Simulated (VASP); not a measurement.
The system is MnO2.

```
Mn O
1.0
     2.85658    0.00000    0.00000
    -1.42829    2.47387    0.00000
     0.00000    0.00000    4.69340
Mn O
1 2
Direct
  0.00000 0.00000 0.50000
  0.33333 0.66667 0.70629
  0.66667 0.33333 0.29371
```

* Program: VASP 6.6.1
* Task: relaxation of the atoms
* Functional: PBEsol
* Potentials or basis: VASP PAW PBE potentials, release 64 (Mn_pv, O)
* Cutoff: 520 eV
* k mesh: 9 × 9 × 5
* Occupations: fermi-dirac, width 0.05 eV
* Spin: collinear spin, ferromagnetic start
* Starting moments: [4.0, 0.0, 0.0] μB

At the start: pressure -3.9 GPa; volume 11.06 Å³/atom.

Q: Where does the relaxation end?

A: Over 3 steps the energy falls by 3.3 meV/atom at a fixed cell; space group P-3m1 (No. 164, to 0.1 Å) before and after; moment 3.00 μB per cell.

Step by step:
| step | energy change (eV) | largest force (eV/Å) | pressure (GPa) |
| --- | --- | --- | --- |
| 1 | 0.0000 | 0.4332 | -3.94 |
| 2 | -0.0098 | 0.0329 | -1.03 |
| 3 | -0.0098 | 0.0006 | -0.79 |

Final structure:
```xyz
3
Lattice="2.8566 0.0000 0.0000 -1.4283 2.4739 0.0000 0.0000 0.0000 4.6934" Properties=species:S:1:pos:R:3 pbc="T T T"
Mn    0.0000    0.0000    2.3467
O     0.0000    1.6492    3.2923
O     1.4283    0.8246    1.4011
```

Caveat: the PAW data sets were made with another functional, which shifts forces and pressure a little; a cell with one magnetic atom can't hold antiferromagnetic order, which such compounds often take.
